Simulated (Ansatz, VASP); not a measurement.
## Two plane-wave programs on NaTi2

```
CELL_PARAMETERS angstrom
5.17375 0.00000 0.00000
-2.58687 4.48060 0.00000
0.00000 0.00000 2.53778
ATOMIC_POSITIONS crystal
Na 0.00000 0.00000 0.00000
Ti 0.33333 0.66667 0.50000
Ti 0.66667 0.33333 0.50000
```

Alike in both runs: functional PBE; k mesh 6 × 6 × 4; occupations gaussian, width 0.1 eV; no spin polarisation.

Ansatz relaxed the structure, and its values are those at the end. VASP's run is a single point on that final structure, the one shown.

|  | VASP | Ansatz |
| --- | --- | --- |
| version | VASP 6.6.1 | Ansatz 0.2.0 |
| potentials or method | VASP PAW PBE potentials, release 64 (Na_pv, Ti_sv), cutoff 520 eV | scalar-relativistic, plane waves, PAW |
| valence electrons in the cell | 31 | 33 |

|  | VASP | Ansatz | Ansatz less VASP |
| --- | --- | --- | --- |
| gap on the k mesh at the Fermi level (eV) | none | none | - |
| pressure (GPa) | 0.1 | 0.1 | +0.01 |

A gap of «none» marks a metal or a gap that the smearing closes. VASP's potentials hold 31 valence electrons a cell and Ansatz's 33, so a difference there can come from the potentials and not from the codes.

The k mesh is coarse, so the values compare programs but aren't converged.
